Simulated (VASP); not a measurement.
Sc3PIr4:

```
CELL_PARAMETERS angstrom
3.45865 0.00000 0.00000
0.00000 3.45865 0.00000
0.00000 0.00000 12.83272
ATOMIC_POSITIONS crystal
Sc 0.00000 0.00000 0.24937
Sc 0.00000 0.00000 0.50000
Sc 0.00000 0.00000 0.75063
P 0.00000 0.00000 0.00000
Ir 0.50000 0.50000 0.11783
Ir 0.50000 0.50000 0.37379
Ir 0.50000 0.50000 0.62621
Ir 0.50000 0.50000 0.88217
```

The cell was generated, and may not be a known phase.

| Quantity | Value |
| --- | --- |
| Program | VASP 6.6.1 |
| Task | relaxation of cell and atoms |
| Functional | PBE |
| Potentials or basis | VASP PAW PBE potentials, release 64 (Sc_sv, P, Ir) |
| Cutoff | 600 eV |
| k mesh | 5 × 5 × 2 |
| Occupations | gaussian, width 0.2 eV |
| Spin | no spin polarisation |

At the start: pressure -21.0 GPa; volume 19.19 Å³/atom.

Question: Where does the relaxation end?

Answer: Over 12 steps the energy falls by 267.1 meV/atom and the volume is 16.06 Å³/atom (-16.3 %); space group P4/mmm (No. 123, to 0.1 Å) before and after.

Step by step:
| step | energy change (eV) | largest force (eV/Å) | pressure (GPa) | volume (Å³) |
| --- | --- | --- | --- | --- |
| 1 | 0.0000 | 1.1206 | -21.01 | 153.51 |
| 2 | 1.7609 | 0.7367 | 60.45 | 104.10 |
| 3 | -1.9952 | 1.0705 | -1.16 | 129.42 |
| 4 | -2.0011 | 1.0602 | 0.06 | 128.52 |
| 5 | -2.0014 | 1.0547 | 0.74 | 128.05 |
| 6 | -2.0900 | 0.4193 | 0.67 | 128.06 |
| 7 | -2.1013 | 0.4290 | 0.70 | 128.07 |
| 8 | -2.1265 | 0.2250 | -1.08 | 129.36 |
| 9 | -2.1270 | 0.2030 | -1.36 | 129.58 |
| 10 | -2.1295 | 0.2584 | 1.24 | 127.79 |
| 11 | -2.1345 | 0.1114 | 0.05 | 128.58 |
| 12 | -2.1364 | 0.0444 | 0.13 | 128.51 |

Final structure:
```
Sc P Ir
1.0
     3.23663    0.00000    0.00000
     0.00000    3.23663    0.00000
     0.00000    0.00000   12.26741
Sc P Ir
3 1 4
Direct
  0.00000 0.00000 0.24017
  0.00000 0.00000 0.50000
  0.00000 0.00000 0.75983
  0.00000 0.00000 0.00000
  0.50000 0.50000 0.11237
  0.50000 0.50000 0.37063
  0.50000 0.50000 0.62937
  0.50000 0.50000 0.88763
```

Caveat: the k points lie up to 0.39 Å⁻¹ apart in the final cell, too coarse for converged energies and pressures of a metal; the volume moved by over 15 % at a fixed basis, so the end points are rough; the relaxation stopped at a loose force limit of 0.08 eV/Å, so its end isn't a converged minimum.
